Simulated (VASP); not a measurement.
# Ca (Im-3m) in VASP: further runs, part 2 of 2

VASP 6.6.1. The steps go on from the part before.

## Step 3: Single point, BLYP

This run uses another cell than the first one, of 42.37 Å³/atom, 0.971 times its volume.

The input, INCAR:

```
SYSTEM = Ca
  AGGAC = 1.0
  AGGAX = 1.0
  ALDAC = 0.0
  ALDAX = 1.0
  ALGO = Normal
  EDIFF = 1E-6
  ENCUT = 520
  GGA = B5
  ISIF = 2
  ISMEAR = -1
  LASPH = .True.
  LCHARG = .False.
  LREAL = .False.
  LWAVE = .False.
  NBANDS = 11
  NELM = 80
  PREC = Accurate
  SIGMA = 0.1
```

The input, KPOINTS:

```
k-points
0
Gamma
  17 17 17
  0 0 0
```

The input, POSCAR:

```
Ca
1.0
   -2.1961492074      2.1961492074      2.1961492074
    2.1961492074     -2.1961492074      2.1961492074
    2.1961492074      2.1961492074     -2.1961492074
Ca
1
Direct
    0.0000000000      0.0000000000      0.0000000000
```

Potentials or basis: VASP PAW PBE potentials, release 64 (Ca_sv).

Command:

```bash
cat potpaw_PBE.64/Ca_sv/POTCAR > POTCAR
mpirun -np 1 vasp_std > vasp.out
```

OUTCAR:

```text
SYSTEM = Ca
   EDIFF = 1E-6
   ENCUT = 520
   GGA = B5
   ISIF = 2
   ISMEAR = -1
   LASPH = .True.
   LREAL = .False.
   NELM = 80
   PREC = Accurate

 ion  position               nearest neighbor table
   1  0.000  0.000  0.000-

  LATTYP: Found a body centered cubic cell.
 ALAT       =     4.3922984148

  Lattice vectors:

 A1 = (  -2.1961492074,   2.1961492074,   2.1961492074)
 A2 = (   2.1961492074,  -2.1961492074,   2.1961492074)
 A3 = (   2.1961492074,   2.1961492074,  -2.1961492074)

Analysis of symmetry for initial positions (statically):
=====================================================================
 Subroutine PRICEL returns:
 Original cell was already a primitive cell.

 Routine SETGRP: Setting up the symmetry group for a
 body centered cubic supercell.

 Subroutine GETGRP returns: Found 48 space group operations
 (whereof 48 operations were pure point group operations)
 out of a pool of 48 trial point group operations.

The static configuration has the point symmetry O_h .

[... 163 lines left out ...]

 k-point     1 :       0.0000    0.0000    0.0000
  band No.  band energies     occupation
      1     -39.6324      2.00000
      2     -20.6698      2.00000
      3     -20.6698      2.00000
      4     -20.6698      2.00000
      5      -1.5855      2.00000
      6       4.5236      0.00000
      7       4.5236      0.00000
      8       4.5236      0.00000
      9       5.5335      0.00000
     10       5.5335      0.00000
     11      12.7353      0.00000
[... 309 lines left out ...]
 k-point    24 :       0.1765    0.1765    0.0000
  band No.  band energies     occupation
      1     -39.6223      2.00000
      2     -20.7578      2.00000
      3     -20.6993      2.00000
      4     -20.6786      2.00000
      5      -0.0160      2.00000
      6       3.6163      0.00001
      7       3.8413      0.00000
      8       5.2572      0.00000
      9       5.6706      0.00000
     10       5.7370      0.00000
     11       9.6226      0.00000

 [... further k-points ...]

------------------------ aborting loop because EDIFF is reached ----------------------------------------

  FORCE on cell =-STRESS in cart. coord.  units (eV):
  Direction    XX          YY          ZZ          XY          YZ          ZX
  --------------------------------------------------------------------------------------
  -------------------------------------------------------------------------------------
  Total        0.0053541      0.0053541      0.0053541     -0.0000000      0.0000000     -0.0000000
  in kB        0.2024641      0.2024641      0.2024641     -0.0000000      0.0000000     -0.0000000
  external PRESSURE =       0.2024641 kB  Pullay stress =       0.0000000 kB

 VOLUME and BASIS-vectors are now :
 -----------------------------------------------------------------------------
  energy-cutoff  :      520.00
  volume of cell :       42.37
      direct lattice vectors                 reciprocal lattice vectors
    -2.196149207  2.196149207  2.196149207     0.000000000  0.227671234  0.227671234
     2.196149207 -2.196149207  2.196149207     0.227671234  0.000000000  0.227671234
     2.196149207  2.196149207 -2.196149207     0.227671234  0.227671234  0.000000000

 POSITION                                       TOTAL-FORCE (eV/Angst)
 -----------------------------------------------------------------------------------
      0.00000      0.00000      0.00000         0.000000     -0.000000      0.000000
 -----------------------------------------------------------------------------------
    total drift:                                0.000000      0.000000      0.000000

  FREE ENERGIE OF THE ION-ELECTRON SYSTEM (eV)
  ---------------------------------------------------
  free  energy   TOTEN  =        -1.2517302913 eV

  energy  without entropy=       -1.2030874957  energy(sigma->0) =       -1.22740889
```

OSZICAR:

```text
N       E                     dE             d eps       ncg     rms          rms(c)
DAV:   1     0.675921412305E+02    0.67592E+02   -0.50194E+03  3630   0.821E+02
DAV:   2     0.312208345601E+00   -0.67280E+02   -0.66650E+02  3921   0.209E+02
DAV:   3    -0.118113385211E+01   -0.14933E+01   -0.14707E+01  5249   0.301E+01
DAV:   4    -0.125717374047E+01   -0.76040E-01   -0.75648E-01  4688   0.558E+00
DAV:   5    -0.125916770041E+01   -0.19940E-02   -0.19933E-02  5062   0.779E-01    0.196E+00
DAV:   6    -0.124926075072E+01    0.99069E-02   -0.20993E-02  4470   0.131E+00    0.122E+00
DAV:   7    -0.125166523206E+01   -0.24045E-02   -0.29566E-02  4267   0.149E+00    0.136E-01
DAV:   8    -0.125151485200E+01    0.15038E-03   -0.27677E-03  4333   0.553E-01    0.264E-02
DAV:   9    -0.125172484847E+01   -0.21000E-03   -0.51735E-04  4614   0.126E-01    0.162E-02
DAV:  10    -0.125173154597E+01   -0.66975E-05   -0.35043E-05  4502   0.508E-02    0.182E-03
DAV:  11    -0.125173031407E+01    0.12319E-05   -0.17057E-06  4631   0.838E-03    0.330E-04
DAV:  12    -0.125173029125E+01    0.22819E-07   -0.18974E-07  2406   0.253E-03
   1 F= -.12517303E+01 E0= -.12274089E+01  d E =-.486428E-01
```

stdout:

```text
POSCAR found type information on POSCAR Ca
 POSCAR found :  1 types and       1 ions
 scaLAPACK will be used
 -----------------------------------------------------------------------------
|                                                                             |
|                                                                             |
|     You enforced a specific xc type in the INCAR file but a different       |
|     I HOPE YOU KNOW WHAT YOU ARE DOING!                                     |
|                                                                             |
 -----------------------------------------------------------------------------

 LDA part: xc-table for (Slater(with rela. corr.)+VWN5), standard interpolation
 POSCAR, INCAR and KPOINTS ok, starting setup
 FFT: planning ... GRIDC
 FFT: planning ... GRID_SOFT
 FFT: planning ... GRID
 WAVECAR not read
 entering main loop
```

Wall time 34 s (1 thread of AMD EPYC 9R45 (Zen 5), shared host); peak memory 0.18 GiB.

What came out:

| Quantity | Value |
| --- | --- |
| Free energy | -1.2517 eV |
| Pressure | 0.0 GPa |
| Band gap on the k mesh | zero (band 5 reaches 2.66 eV, above the bottom of band 6 at 2.42 eV) |

Caveat: the PAW data sets were made with another functional, which shifts forces and pressure a little.
